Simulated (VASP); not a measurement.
# Zn12H (a cell with a defect) in VASP: notebook

Zn12H (a cell with a defect) is run at these levels: LDA; tasks: single point.

Program: VASP 6.6.1. These are calculated values, not measurements. Logs are shortened: lines on timing, memory, paths and dates and some standing lists are left out, and cuts for length are marked.

### 1 The cell of the first run

The cell holds a defect, 13 atoms: a = 5.320 Å, b = 7.980 Å, c = 4.937 Å, α = 90.00°, β = 90.00°, γ = 120.00°.

### 2 Single point, LDA

Input file INCAR:

```
PREC     = Accurate       # precision mode
ENCUT    = 520            # plane-wave cutoff, eV
EDIFF    = 1E-6           # SCF threshold, eV
ISMEAR   = 0              # smearing method
SIGMA    = 0.05           # smearing width, eV
LREAL    = False          # projectors in reciprocal space
LASPH    = True           # aspherical terms in the spheres
NELM     = 100            # most SCF steps
ALGO     = Normal         # electronic algorithm
ISIF     = 2              # what is computed and relaxed
LWAVE    = False          # write WAVECAR
LCHARG   = False          # write CHGCAR
GGA      = CA             # functional
NBANDS   = 84             # bands
```

Input file KPOINTS:

```
Automatic mesh
0
Gamma
  4 3 3
```

Input file POSCAR:

```
Zn12H
1.0
    5.3200000000      0.0000000000      0.0000000000
   -3.9900000000      6.9108830000      0.0000000000
    0.0000000000      0.0000000000      4.9369600000
Zn H
12 1
Direct
   -0.0250556333     -0.0186854560      0.0752325318
    0.1783637871      0.2150482073      0.5024061366
   -0.0110939728      0.3391528984      0.0199047592
    0.1768916638      0.5422440229      0.5322257016
    0.0077962167      0.6763167601     -0.0072755299
    0.1871564301      0.8731602025      0.4872413388
    0.5076492430      0.0000167851     -0.0047835105
    0.6834281513      0.2073856553      0.5002596740
    0.5230436019      0.3512215443      0.0679069711
    0.6839275886      0.5490854063      0.5374870366
    0.4901835397      0.6598294313      0.0198759966
    0.6760013086      0.8740408425      0.5452934599
    0.2341904551      0.1744088274      0.8568580665
```

Potentials or basis: VASP PAW LDA potentials, release 64 (Zn, H).

Launch:

```bash
> cat potpaw_LDA.64/Zn/POTCAR potpaw_LDA.64/H/POTCAR > POTCAR
> mpirun -np 1 vasp_std > vasp.out
```

OUTCAR:

```text
PREC = Accurate
   ENCUT = 520
   EDIFF = 1E-6
   ISMEAR = 0
   LREAL = False
   LASPH = True
   NELM = 100
   ISIF = 2
   GGA = CA

 ion  position               nearest neighbor table
   1  0.975  0.981  0.075-  13 1.82   5 2.56  11 2.59   7 2.59   2 2.66   6 2.67  12 2.70   7 2.79
                             3 2.83   9 2.93  12 2.96
   2  0.178  0.215  0.502-  13 1.83   8 2.60   4 2.62   1 2.66   9 2.67  10 2.68  12 2.71   8 2.72
                             6 2.75   3 2.94
   3  0.989  0.339  0.020-   9 2.54  11 2.61   7 2.64   5 2.65   8 2.77   4 2.79   9 2.80   1 2.83
                             4 2.90   8 2.94   2 2.94
   4  0.177  0.542  0.532-   2 2.62   6 2.62  10 2.65  12 2.65   8 2.65  10 2.67   3 2.79  11 2.81
                             5 2.84   3 2.90  11 2.91
   5  0.008  0.676  0.993-   1 2.56   9 2.61   7 2.62  11 2.64   3 2.65  11 2.69  10 2.70   6 2.80
                             4 2.84   6 2.85
   6  0.187  0.873  0.487-  12 2.61   4 2.62  10 2.64   8 2.65   1 2.67  12 2.74   2 2.75   5 2.80
                             7 2.85   5 2.85   7 2.91
   7  0.508  0.000  0.995-   1 2.59   5 2.62   3 2.64  11 2.67  12 2.77   9 2.79   1 2.79   8 2.83
                             6 2.85   8 2.88   6 2.91
   8  0.683  0.207  0.500-   2 2.60  12 2.65   4 2.65   6 2.65   2 2.72  10 2.73   9 2.75   3 2.77
                             7 2.83   7 2.88   3 2.94
   9  0.523  0.351  0.068-  13 1.81   3 2.54  11 2.57   5 2.61   2 2.67  10 2.69   8 2.75   7 2.79
                             3 2.80   1 2.93  10 2.95
  10  0.684  0.549  0.537-  12 2.61   6 2.64   4 2.65   4 2.67   2 2.68   9 2.69   5 2.70   8 2.73
                            11 2.90   9 2.95  11 3.05
  11  0.490  0.660  0.020-   9 2.57   1 2.59   3 2.61   5 2.64   7 2.67   5 2.69  12 2.77   4 2.81
                            10 2.90   4 2.91  12 2.99  10 3.05
  12  0.676  0.874  0.545-   6 2.61  10 2.61   8 2.65   4 2.65   1 2.70   2 2.71   6 2.74   7 2.77
                            11 2.77   1 2.96  11 2.99
  13  0.234  0.174  0.857-   9 1.81   1 1.82   2 1.83

  LATTYP: Found a simple monoclinic cell.
 ALAT       =     5.3200000000
 B/A-ratio  =     0.9280000000
 C/A-ratio  =     1.3228757068
 COS(beta)  =    -0.1889822292

  Lattice vectors:

 A1 = (   5.3200000000,   0.0000000000,   0.0000000000)
 A2 = (   0.0000000000,   0.0000000000,   4.9369600000)
 A3 = (  -1.3300000000,  -6.9108830000,   0.0000000000)

Analysis of symmetry for initial positions (statically):
=====================================================================
 Subroutine PRICEL returns:
 Original cell was already a primitive cell.

 Routine SETGRP: Setting up the symmetry group for a
 simple monoclinic supercell.

[... 149 lines left out ...]
   ISMEAR =     0;   SIGMA  =   0.05  broadening in eV -4-tet -1-fermi 0-gaus
   EFERMI_NEDOS =   21; number of points for ismear=-14 and -15
   IALGO  =     38    algorithm
   IMIX   =      4    mixing-type and parameters
     AMIX     =   0.40;   BMIX     =  1.00
     AMIX_MAG =   1.60;   BMIX_MAG =  1.00
  volume/ion in A,a.u.               =      13.96        94.22
  Fermi-wavevector in a.u.,A,eV,Ry     =   1.519017  2.870525 31.394246  2.307412
  Thomas-Fermi vector in A             =   2.628059
   LORBIT       =      0    0 simple, 1 ext, 2 COOP (PROOUT), +10 PAW based schemes
   GGA     = CA    functional components
   LHFCALC =     F    Hartree Fock is set to
   AEXX    =    0.0000 exact exchange contribution
   IVDW    =     0    specifies the selected vdW correction
   LEPSILON=     F    determine dielectric tensor
   LRPA    =     F    only Hartree local field effects (RPA)
 non-spin polarized calculation
 Gauss-broadening in eV      SIGMA  =   0.05
  energy-cutoff  :      520.00
  volume of cell :      181.51
 maximum number of plane-waves:      4902
   NGX = 19   NGY = 29   NGZ = 19

 number of electron     144.9999992 magnetization

 Free energy of the ion-electron system (eV)
  ---------------------------------------------------
  ext. energy  EPLUGINS =         0.00000000
  ---------------------------------------------------
  free energy    TOTEN  =       -24.85708203 eV

  energy without entropy =      -24.85224915  energy(sigma->0) =      -24.85466559

 E-fermi :   3.1462     XC(G=0): -11.9761

 val. band max:        3.1182811801   @ k =   0.5000   0.0000   0.3333
 cond. band min:       3.1597904657   @ k =  -0.2500  -0.0000   0.3333
 fundamental gap:      0.0415092856
 Fermi energy:         3.1462362829

 k-point     1 :       0.0000    0.0000    0.0000
  band No.  band energies     occupation
      1      -7.7775      2.00000
      2      -5.9133      2.00000
      3      -5.6666      2.00000
      4      -5.5438      2.00000
      5      -5.4906      2.00000
      6      -5.4607      2.00000
[... 1642 lines left out ...]
     83       8.6761      0.00000
     84       8.9307      0.00000

------------------------ aborting loop because EDIFF is reached ----------------------------------------

  FORCE on cell =-STRESS in cart. coord.  units (eV):
  Direction    XX          YY          ZZ          XY          YZ          ZX
  --------------------------------------------------------------------------------------
  -------------------------------------------------------------------------------------
  Total       -3.2337487     -9.8549454     -4.9036212     -2.1042500      0.4048757     -0.7051930
  in kB      -28.5438185    -86.9881357    -43.2835345    -18.5739017      3.5737774     -6.2246333
  external PRESSURE =     -52.9384962 kB  Pullay stress =       0.0000000 kB

 VOLUME and BASIS-vectors are now :
 -----------------------------------------------------------------------------
  energy-cutoff  :      520.00
  volume of cell :      181.51
      direct lattice vectors                 reciprocal lattice vectors
     5.320000000  0.000000000  0.000000000     0.187969925  0.108524482  0.000000000
    -3.990000000  6.910883000  0.000000000     0.000000000  0.144699310  0.000000000
     0.000000000  0.000000000  4.936960000     0.000000000  0.000000000  0.202553798

 POSITION                                       TOTAL-FORCE (eV/Angst)
 -----------------------------------------------------------------------------------
      1.27126      6.78175      0.37142         0.014494     -0.003370      0.002806
      0.09085      1.48617      2.48036         0.014459     -0.005013     -0.001030
      3.90776      2.34385      0.09827         0.002005     -0.005801     -0.015497
     -1.22249      3.74738      2.62758         0.007289      0.001740     -0.009306
     -2.65703      4.67395      4.90104         0.005480     -0.001573      0.008482
     -2.48824      6.03431      2.40549         0.012510      0.001373      0.010159
      2.70063      0.00012      4.91334        -0.005615     -0.000942     -0.006801
      2.80837      1.43322      2.46976        -0.005022     -0.011245      0.010842
      1.38122      2.42725      0.33525         0.008793     -0.006156      0.010240
      1.44764      3.79466      2.65355         0.014687     -0.002870     -0.000551
     -0.02494      4.56000      0.09813        -0.000092     -0.002928     -0.002700
      0.10890      6.04039      2.69209         0.008920     -0.004222     -0.004543
      0.55000      1.20532      4.23027        -0.077907      0.041007     -0.002100
 -----------------------------------------------------------------------------------
    total drift:                               -0.000289     -0.001674      0.000292

  FREE ENERGIE OF THE ION-ELECTRON SYSTEM (eV)
  ---------------------------------------------------
  free  energy   TOTEN  =       -24.8570820275 eV

  energy  without entropy=      -24.8522491473  energy(sigma->0) =      -24.85466559
```

OSZICAR:

```text
N       E                     dE             d eps       ncg     rms          rms(c)
DAV:   1     0.122569051879E+04    0.12257E+04   -0.66154E+04  3192   0.273E+03
DAV:   2     0.115305159641E+03   -0.11104E+04   -0.10811E+04  3192   0.593E+02
DAV:   3    -0.213136160504E+02   -0.13662E+03   -0.13270E+03  3224   0.190E+02
DAV:   4    -0.267150690760E+02   -0.54015E+01   -0.53365E+01  3476   0.420E+01
DAV:   5    -0.267514011169E+02   -0.36332E-01   -0.36182E-01  3424   0.287E+00    0.111E+01
DAV:   6    -0.250199351220E+02    0.17315E+01   -0.82972E+00  3604   0.292E+01    0.814E+00
DAV:   7    -0.249066064322E+02    0.11333E+00   -0.72832E-01  3364   0.628E+00    0.406E+00
DAV:   8    -0.248605961374E+02    0.46010E-01   -0.10640E-01  3788   0.651E+00    0.722E-01
DAV:   9    -0.248570157208E+02    0.35804E-02   -0.26832E-02  3480   0.453E+00    0.173E-01
DAV:  10    -0.248571285603E+02   -0.11284E-03   -0.91943E-03  3536   0.555E-01    0.922E-02
DAV:  11    -0.248570634677E+02    0.65093E-04   -0.82546E-04  3708   0.688E-01    0.351E-02
DAV:  12    -0.248570792668E+02   -0.15799E-04   -0.23801E-04  3620   0.190E-01    0.138E-02
DAV:  13    -0.248570818273E+02   -0.25606E-05   -0.39248E-05  3584   0.811E-02    0.114E-02
DAV:  14    -0.248570820275E+02   -0.20018E-06   -0.97020E-06  2988   0.568E-02
   1 F= -.24857082E+02 E0= -.24854666E+02  d E =-.483288E-02
```

Run time: 2.4 min. Hardware: 1 thread of Intel Xeon 6975P-C (Granite Rapids), shared host; peak memory 0.35 GiB.

What came out:

| Property | Result |
| --- | --- |
| Free energy | -24.8571 eV |
| Pressure | -5.3 GPa |
| Largest force | 0.088 eV/Å |

Forces in eV/Å, atoms in the order of the input:
```
Zn   0.014 -0.003  0.003
Zn   0.014 -0.005 -0.001
Zn   0.002 -0.006 -0.015
Zn   0.007  0.002 -0.009
Zn   0.005 -0.002  0.008
Zn   0.013  0.001  0.010
Zn  -0.006 -0.001 -0.007
Zn  -0.005 -0.011  0.011
Zn   0.009 -0.006  0.010
Zn   0.015 -0.003 -0.001
Zn   0.000 -0.003 -0.003
Zn   0.009 -0.004 -0.005
H   -0.078  0.041 -0.002
```

Levels at points of the mesh, in eV from the Fermi level:
| k point | band 68 | band 69 | band 70 | band 71 | band 72 | band 73 | band 74 | band 75 | band 76 | band 77 |
| --- | --- | --- | --- | --- | --- | --- | --- | --- | --- | --- |
| (0.00, 0.00, 0.00) | -3.17 | -2.61 | -1.21 | -1.04 | -0.43 | 0.08 | 0.26 | 0.57 | 1.20 | 1.51 |
| (0.50, 0.00, 0.00) | -2.13 | -1.97 | -1.50 | -1.45 | -1.36 | -0.73 | -0.58 | -0.32 | 0.11 | 1.95 |

Caveat: the k points lie up to 0.42 Å⁻¹ apart.

### 3 Single point, LDA

Input file INCAR:

```
PREC = Accurate
ENCUT = 520
EDIFF = 1E-7
ISMEAR = 0
SIGMA = 0.05
LREAL = F
LASPH = T
NELM = 80
ALGO = Normal
ISIF = 2
LWAVE = F
LCHARG = F
GGA = CA
NBANDS = 84
```

Input file KPOINTS:

```
regular mesh
0
Gamma
  4 3 3
```

Input file POSCAR:

```
Zn12H
1.0
    5.3200000000      0.0000000000      0.0000000000
   -3.9900000000      6.9108830000      0.0000000000
    0.0000000000      0.0000000000      4.9369600000
Zn H
12 1
Direct
   -0.0147060144     -0.0315147862      0.0494261651
    0.1828103857      0.2107557023      0.5076077181
   -0.0012711641      0.3365850645      0.0635950058
    0.1848022444      0.5483739198      0.5265309016
    0.0166082699      0.6661441092     -0.0020940012
    0.1824782852      0.8769124003      0.5119766010
    0.5084117987     -0.0048857722      0.0076121743
    0.6812869864      0.2110475608      0.5272361939
    0.5357761026      0.3404536005      0.0304142630
    0.6839328357      0.5472716005      0.5201587617
    0.4998623779      0.6581606142      0.0235732110
    0.6791097382      0.8760861673      0.5314501232
    0.1698553560      0.2081016275      0.8982470994
```

Potentials or basis: VASP PAW LDA potentials, release 64 (Zn, H).

Launch:

```bash
> cat potpaw_LDA.64/Zn/POTCAR potpaw_LDA.64/H/POTCAR > POTCAR
> mpirun -np 1 vasp_std > vasp.out
```

Wall time 3 min (1 thread of Intel Xeon 6975P-C (Granite Rapids), shared host); peak memory 0.34 GiB.

It converged, with:

- Free energy: -24.9036 eV
- Pressure: -5.5 GPa
- Largest force: 0.041 eV/Å

Forces on the atoms (eV/Å):
```
Zn   0.015  0.010  0.017
Zn   0.002  0.001 -0.017
Zn   0.022 -0.008 -0.034
Zn  -0.010 -0.007 -0.004
Zn   0.004 -0.005  0.016
Zn  -0.001  0.000  0.003
Zn  -0.005 -0.002  0.004
Zn  -0.009  0.004  0.011
Zn  -0.006 -0.009  0.028
Zn   0.005  0.003 -0.007
Zn   0.005 -0.002 -0.017
Zn  -0.005 -0.005 -0.004
H   -0.019  0.018  0.002
```

Stress tensor (GPa, compression positive):
```
-4.38 -1.51 -0.08
-1.51 -7.81  0.01
-0.08  0.01 -4.31
```

Levels at points of the mesh, in eV from the Fermi level:
| k point | band 70 | band 71 | band 72 | band 73 | band 74 | band 75 |
| --- | --- | --- | --- | --- | --- | --- |
| (0.00, 0.00, 0.00) | -1.41 | -1.03 | -0.28 | 0.09 | 0.27 | 0.37 |
| (0.50, 0.00, 0.00) | -1.52 | -1.45 | -1.42 | -0.71 | -0.56 | -0.10 |

Caveat: the k points lie up to 0.42 Å⁻¹ apart.

### 4 Single point, LDA

Input file INCAR:

```
PREC = Accurate
ENCUT = 520
EDIFF = 1E-7
ISMEAR = 0
SIGMA = 0.05
LREAL = False
LASPH = True
NELM = 100
ALGO = Normal
ISIF = 2
LWAVE = False
LCHARG = False
GGA = CA
NBANDS = 84
```

Input file KPOINTS:

```
Automatic mesh
0
Gamma
  4 3 3
```

Input file POSCAR:

```
Zn12H
1.0
    5.3200000000      0.0000000000      0.0000000000
   -3.9900000000      6.9108830000      0.0000000000
    0.0000000000      0.0000000000      4.9369600000
Zn H
12 1
Direct
   -0.0856062903     -0.0187359560      0.0714696898
    0.1935284516      0.1984812939      0.4987012250
   -0.0393782774      0.3519728232      0.0612008199
    0.2042427002      0.5255461567      0.5822455519
   -0.0034786372      0.6983766040     -0.0575465469
    0.2169037406      0.8624115037      0.4647756919
    0.4743346349      0.0224311423     -0.0110634885
    0.6995885278      0.1924325734      0.5256615407
    0.5210194401      0.3940194039     -0.0844564266
    0.7157545049      0.5288400918      0.4258227735
    0.4498619298      0.6695347035      0.0967664312
    0.7092199171      0.8560736739      0.5720372456
    0.2564920339      0.1618412582      0.9870183271
```

Launch:

```bash
> cat potpaw_LDA.64/Zn/POTCAR potpaw_LDA.64/H/POTCAR > POTCAR
> mpirun -np 1 vasp_std > vasp.out
```

Wall time 5.1 min (1 thread of Intel Xeon Platinum 8259CL at 2.50GHz (Skylake/Cascade Lake), shared host); peak memory 0.36 GiB.

Results (log left out):

```yaml
Free_energy: -24.7939 eV
Pressure: -4.6 GPa
Largest_force: 0.114 eV/Å
```

Forces in eV/Å, atoms in the order of the input:
```
Zn   0.043  0.036  0.057
Zn   0.034 -0.049 -0.034
Zn  -0.042  0.006  0.030
Zn   0.007 -0.025  0.001
Zn  -0.025  0.036 -0.048
Zn  -0.002  0.008 -0.039
Zn   0.060 -0.051  0.016
Zn   0.011  0.011 -0.044
Zn  -0.105  0.039 -0.023
Zn   0.024 -0.027  0.013
Zn  -0.021 -0.017  0.023
Zn   0.045  0.019  0.064
H   -0.029  0.014 -0.016
```

Stress tensor (GPa, compression positive):
```
-2.30 -1.67 -0.52
-1.67 -7.13 -0.19
-0.52 -0.19 -4.37
```

Levels at points of the mesh, in eV from the Fermi level:
```csv
k point,band 69,band 70,band 71,band 72,band 73,band 74,band 75,band 76
"(0.00, 0.00, 0.00)",-2.79,-1.52,-0.97,-0.11,0.08,0.31,0.77,1.05
"(0.50, 0.00, 0.00)",-2.01,-1.70,-1.43,-1.21,-0.58,-0.46,-0.37,0.03
```

Caveat: the k points lie up to 0.42 Å⁻¹ apart.
